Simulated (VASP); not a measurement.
# CoO (I4/mmm) in VASP: single point with PBEsol

Aim: the single point of CoO with PBEsol.

Everything below comes from runs of VASP 6.6.1. Logs are shortened: lines on timing, memory, paths and dates and some standing lists are left out, and cuts for length are marked.

### 1 The cell of the first run

The structure is tetragonal, space group I4/mmm (No. 139). The conventional cell has a = 3.249 Å, b = 3.249 Å, c = 3.632 Å, α = 90.00°, β = 90.00°, γ = 90.00°. Within 2.4 Å of Co (site symmetry 4/mmm) lie 6 O at 1.82 to 2.30 Å. O (site symmetry 4/mmm) has 6 Co at 1.82 to 2.30 Å within 2.4 Å.

### 2 Single point, PBEsol, collinear spin, ferromagnetic start

INCAR

```
SYSTEM = CoO
  ALGO = Fast
  EDIFF = 1E-6
  ENCUT = 520
  GGA = PS
  ISIF = 2
  ISMEAR = 0
  ISPIN = 2
  LASPH = .True.
  LCHARG = .False.
  LMAXMIX = 4
  LORBIT = 11
  LREAL = .False.
  LWAVE = .False.
  MAGMOM = 2.71 0.36
  NBANDS = 18
  NELM = 150
  PREC = Accurate
  SIGMA = 0.15
```

KPOINTS

```
k-points
0
Gamma
  24 24 24
  0 0 0
```

POSCAR

```
CoO
1.0
   -1.6244439210      1.6244439210      1.8159729614
    1.6244439210     -1.6244439210      1.8159729614
    1.6244439210      1.6244439210     -1.8159729614
Co O
1 1
Direct
    0.0000000000      0.0000000000      0.0000000000
    0.5000000000      0.5000000000      0.0000000000
```

Potentials or basis: VASP PAW PBE potentials, release 64 (Co, O).

Run with:

```sh
$ cat potpaw_PBE.64/Co/POTCAR potpaw_PBE.64/O/POTCAR > POTCAR
$ mpirun -np 1 vasp_std > vasp.out
```

OUTCAR:

```text
SYSTEM = CoO
   EDIFF = 1E-6
   ENCUT = 520
   GGA = PS
   ISIF = 2
   ISMEAR = 0
   ISPIN = 2
   LASPH = .True.
   LORBIT = 11
   LREAL = .False.
   NELM = 150
   PREC = Accurate

 ion  position               nearest neighbor table
   1  0.000  0.000  0.000-   2 1.82   2 1.82   2 2.30   2 2.30   2 2.30   2 2.30
   2  0.500  0.500  0.000-   1 1.82   1 1.82   1 2.30   1 2.30   1 2.30   1 2.30

  LATTYP: Found a body centered tetragonal cell.
 ALAT       =     3.2488878420
 C/A-ratio  =     1.1179043720

  Lattice vectors:

 A1 = (  -1.6244439210,   1.6244439210,   1.8159729614)
 A2 = (   1.6244439210,  -1.6244439210,   1.8159729614)
 A3 = (   1.6244439210,   1.6244439210,  -1.8159729614)

Analysis of symmetry for initial positions (statically):
=====================================================================
 Subroutine PRICEL returns:
 Original cell was already a primitive cell.

 Routine SETGRP: Setting up the symmetry group for a
 body centered tetragonal supercell.

 Subroutine GETGRP returns: Found 16 space group operations
 (whereof 16 operations were pure point group operations)
 out of a pool of 16 trial point group operations.

The static configuration has the point symmetry D_4h.

Analysis of symmetry for dynamics (positions and initial velocities):
=====================================================================
 Subroutine PRICEL returns:
 Original cell was already a primitive cell.

 Routine SETGRP: Setting up the symmetry group for a
 body centered tetragonal supercell.

 Subroutine GETGRP returns: Found 16 space group operations
 (whereof 16 operations were pure point group operations)
 out of a pool of 16 trial point group operations.

The dynamic configuration has the point symmetry D_4h.

Analysis of structural, dynamic, and magnetic symmetry:
=====================================================================
 Subroutine PRICEL returns:
 Original cell was already a primitive cell.

 Routine SETGRP: Setting up the symmetry group for a
 body centered tetragonal supercell.

 Subroutine GETGRP returns: Found 16 space group operations
 (whereof 16 operations were pure point group operations)
 out of a pool of 16 trial point group operations.

The overall configuration has the point symmetry D_4h.

 Subroutine INISYM returns: Found 16 space group operations
 (whereof 16 operations are pure point group operations),
 and found     1 'primitive' translations

----------------------------------------------------------------------------------------

                                     Primitive cell

  volume of cell :      19.1681

  direct lattice vectors                    reciprocal lattice vectors
    -1.624443921  1.624443921  1.815972961     0.000000000  0.307797637  0.275334496
     1.624443921 -1.624443921  1.815972961     0.307797637  0.000000000  0.275334496
     1.624443921  1.624443921 -1.815972961     0.307797637  0.307797637  0.000000000

  length of vectors
     2.928377350  2.928377350  2.928377350     0.412975144  0.412975144  0.435291592

  position of ions in fractional coordinates (direct lattice)
     0.000000000  0.000000000  0.000000000
     0.500000000  0.500000000  0.000000000

  ion indices of the primitive-cell ions
   primitive index   ion index
                 1           1
                 2           2

----------------------------------------------------------------------------------------

 KPOINTS: k-points

Automatic generation of k-mesh.
 Grid dimensions read from file:
 generate k-points for:   24   24   24

 Generating k-lattice:

  Cartesian coordinates                     Fractional coordinates (reciprocal lattice)
     0.000000000  0.012824902  0.011472271     0.041666667 -0.000000000  0.000000000
     0.012824902  0.000000000  0.011472271    -0.000000000  0.041666667  0.000000000
     0.012824902  0.012824902  0.000000000     0.000000000  0.000000000  0.041666667

  Length of vectors
     0.017207298  0.017207298  0.018137150

  Shift w.r.t. Gamma in fractional coordinates (k-lattice)
     0.000000000  0.000000000  0.000000000

 Subroutine IBZKPT returns following result:
 ===========================================

 Found   1063 irreducible k-points:

 Following reciprocal coordinates:
            Coordinates               Weight
  0.000000  0.000000  0.000000      1.000000
  0.041667  0.000000  0.000000      8.000000
  0.083333  0.000000 -0.000000      8.000000
  0.125000  0.000000  0.000000      8.000000
  0.166667  0.000000  0.000000      8.000000
  0.208333  0.000000 -0.000000      8.000000
[... 16 lines left out ...]
  0.416667  0.041667 -0.000000     16.000000
  0.458333  0.041667  0.000000     16.000000
 [... further k-points ...]
   k-points           NKPTS =   1063   k-points in BZ     NKDIM =   1063   number of bands    NBANDS=     18
   number of dos      NEDOS =    301   number of ions     NIONS =      2
   total plane-waves  NPLWV =  13824
   dimension x,y,z NGX =    24 NGY =   24 NGZ =   24
   dimension x,y,z NGXF=    48 NGYF=   48 NGZF=   48
   ions per type =               1   1
   NGX,Y,Z   is equivalent  to a cutoff of  13.62, 13.62, 13.62 a.u.
   NGXF,Y,Z  is equivalent  to a cutoff of  27.25, 27.25, 27.25 a.u.
 SYSTEM =  CoO
   PREC   = accura    normal or accurate (medium, high low for compatibility)
   ISTART =      0    job   : 0-new  1-cont  2-samecut
   ICHARG =      2    charge: 1-file 2-atom 10-const
   ISPIN  =      2    spin polarized calculation?
   LNONCOLLINEAR =      F non collinear calculations
   LSORBIT =      F    spin-orbit coupling
   LASPH  =      T    aspherical Exc in radial PAW
   ENCUT  =  520.0 eV  38.22 Ry    6.18 a.u.   5.44  5.44  5.44*2*pi/ulx,y,z
   NELM   =    150;   NELMIN=  2; NELMDL= -5     # of ELM steps
   EDIFF  = 0.1E-05   stopping-criterion for ELM
   LREAL  =      F    real-space projection
   EDIFFG = 0.1E-04   stopping-criterion for IOM
   NSW    =      0    number of steps for IOM
   IBRION =     -1    ionic relax: 0-MD 1-quasi-New 2-CG
   NFREE  =      0    steps in history (QN), initial steepest desc. (CG)
   ISIF   =      2    stress and relaxation
   ISYM   =      2    0-nonsym 1-usesym 2-fastsym
   POTIM  = 0.5000    time-step for ionic-motion
   TEBEG  =    0.0;   TEEND  =   0.0 temperature during run
   PSTRESS=    0.0 pullay stress
   NELECT =      15.0000    total number of electrons
   NUPDOWN=      -1.0000    fix difference up-down
   EMIN   =  10.00;   EMAX   =-10.00  energy-range for DOS
   EFERMI =   0.00;   METHOD = LEGACY
   ISMEAR =     0;   SIGMA  =   0.15  broadening in eV -4-tet -1-fermi 0-gaus
   EFERMI_NEDOS =   21; number of points for ismear=-14 and -15
   IALGO  =     68    algorithm
   IMIX   =      4    mixing-type and parameters
     AMIX     =   0.40;   BMIX     =  1.00
     AMIX_MAG =   1.60;   BMIX_MAG =  1.00
  volume/ion in A,a.u.               =       9.58        64.68
  Fermi-wavevector in a.u.,A,eV,Ry     =   1.508617  2.850873 30.965840  2.275925
  Thomas-Fermi vector in A             =   2.619048
   LORBIT       =     11    0 simple, 1 ext, 2 COOP (PROOUT), +10 PAW based schemes
   GGA     = PS    functional components
   LHFCALC =     F    Hartree Fock is set to
   AEXX    =    0.0000 exact exchange contribution
   IVDW    =     0    specifies the selected vdW correction
   LEPSILON=     F    determine dielectric tensor
   LRPA    =     F    only Hartree local field effects (RPA)
 spin polarized calculation
 RMM-DIIS sequential band-by-band and
 Gauss-broadening in eV      SIGMA  =   0.15
  energy-cutoff  :      520.00
  volume of cell :       19.17
 maximum number of plane-waves:       531
 NGX is ok and might be reduce to    24
   NGX = 11   NGY = 11   NGZ = 11

 number of electron      14.9999999 magnetization       2.6549875

 Free energy of the ion-electron system (eV)
  ---------------------------------------------------
  ext. energy  EPLUGINS =         0.00000000
  ---------------------------------------------------
  free energy    TOTEN  =       -13.81439304 eV

  energy without entropy =      -13.78799327  energy(sigma->0) =      -13.80119316

 E-fermi :   8.0425     XC(G=0): -12.6391

 val. band max:        8.0423530299   @ k =   0.3750   0.1250   0.1250
 cond. band min:       8.0435281544   @ k =   0.3333   0.1250   0.1250
 fundamental gap:      0.0011751246
 Fermi energy:         8.0424923467

 spin component 1

 k-point     1 :       0.0000    0.0000    0.0000
  band No.  band energies     occupation
      1     -12.9131      1.00000
      2       3.7408      1.00000
      3       4.2809      1.00000
      4       4.4582      1.00000
      5       4.4582      1.00000
      6       4.4873      1.00000
[... 10 lines left out ...]
     17      28.6211      0.00000
     18      34.7968      0.00000
[... 463 lines left out ...]
 k-point    24 :       0.4583    0.0417    0.0000
  band No.  band energies     occupation
      1     -11.5221      1.00000
      2      -0.9137      1.00000
      3       0.9775      1.00000
      4       1.5901      1.00000
      5       5.7125      1.00000
      6       5.9424      1.00000
[... 10 lines left out ...]
     17      35.1305      0.00000
     18      36.9905      0.00000

 [... further k-points ...]

 spin component 2

 k-point     1 :       0.0000    0.0000    0.0000
  band No.  band energies     occupation
      1     -12.3885      1.00000
      2       4.1549      1.00000
      3       5.1339      1.00000
      4       5.1339      1.00000
      5       6.3119      1.00000
      6       6.5730      1.00000
[... 10 lines left out ...]
     17      29.4999      0.00000
     18      35.5718      0.00000
[... 463 lines left out ...]
 k-point    24 :       0.4583    0.0417    0.0000
  band No.  band energies     occupation
      1     -10.9599      1.00000
      2      -0.3113      1.00000
      3       2.0860      1.00000
      4       2.7269      1.00000
      5       7.5657      1.00000
      6       8.3528      0.00172
[... 10 lines left out ...]
     17      35.5490      0.00000
     18      37.3784      0.00000

 [... further k-points ...]

------------------------ aborting loop because EDIFF is reached ----------------------------------------

  FORCE on cell =-STRESS in cart. coord.  units (eV):
  Direction    XX          YY          ZZ          XY          YZ          ZX
  --------------------------------------------------------------------------------------
  -------------------------------------------------------------------------------------
  Total       -0.4160444     -0.4160444      3.0973210      0.0000000      0.0000000      0.0000000
  in kB      -34.7753487    -34.7753487    258.8916104      0.0000000      0.0000000      0.0000000
  external PRESSURE =      63.1136377 kB  Pullay stress =       0.0000000 kB

 VOLUME and BASIS-vectors are now :
 -----------------------------------------------------------------------------
  energy-cutoff  :      520.00
  volume of cell :       19.17
      direct lattice vectors                 reciprocal lattice vectors
    -1.624443921  1.624443921  1.815972961     0.000000000  0.307797637  0.275334496
     1.624443921 -1.624443921  1.815972961     0.307797637  0.000000000  0.275334496
     1.624443921  1.624443921 -1.815972961     0.307797637  0.307797637  0.000000000

 POSITION                                       TOTAL-FORCE (eV/Angst)
 -----------------------------------------------------------------------------------
      0.00000      0.00000      0.00000         0.000000      0.000000     -0.000000
      0.00000      0.00000      1.81597        -0.000000      0.000000      0.000000
 -----------------------------------------------------------------------------------
    total drift:                               -0.000000      0.000000     -0.000000

  FREE ENERGIE OF THE ION-ELECTRON SYSTEM (eV)
  ---------------------------------------------------
  free  energy   TOTEN  =       -13.8143930362 eV

  energy  without entropy=      -13.7879932743  energy(sigma->0) =      -13.80119316

 total charge

# of ion       s       p       d       tot
------------------------------------------
    1        0.365   0.461   7.255   8.080
    2        1.561   3.431   0.000   4.992
--------------------------------------------------
tot          1.926   3.891   7.255  13.073

 magnetization (x)

# of ion       s       p       d       tot
------------------------------------------
    1        0.036   0.014   2.248   2.297
    2        0.022   0.275   0.000   0.297
--------------------------------------------------
tot          0.058   0.289   2.248   2.595
```

Wall time 24 min (1 thread of Oxide Virtual Turin-like, shared host); peak memory 0.57 GiB.

Results:

| Quantity | Value |
| --- | --- |
| Free energy | -13.8144 eV |
| Pressure | 6.3 GPa |
| Net moment | 2.65 μB per cell |
| Site moments | Co +2.30; O +0.30 μB |
| Valence electrons inside the program's atomic spheres | Co 8.08; O 4.99 |

Stress tensor (GPa, compression positive):
```
-3.48  0.00  0.00
 0.00 -3.48  0.00
 0.00  0.00 25.89
```

Caveat: the stress differs along the axes, from -3 to 26 GPa; the PAW data sets were made with another functional, which shifts forces and pressure a little; a cell with one magnetic atom can't hold antiferromagnetic order, which such compounds often take; semilocal functionals often make such compounds metallic where correlation or magnetic order opens a gap, which also shifts bond lengths.
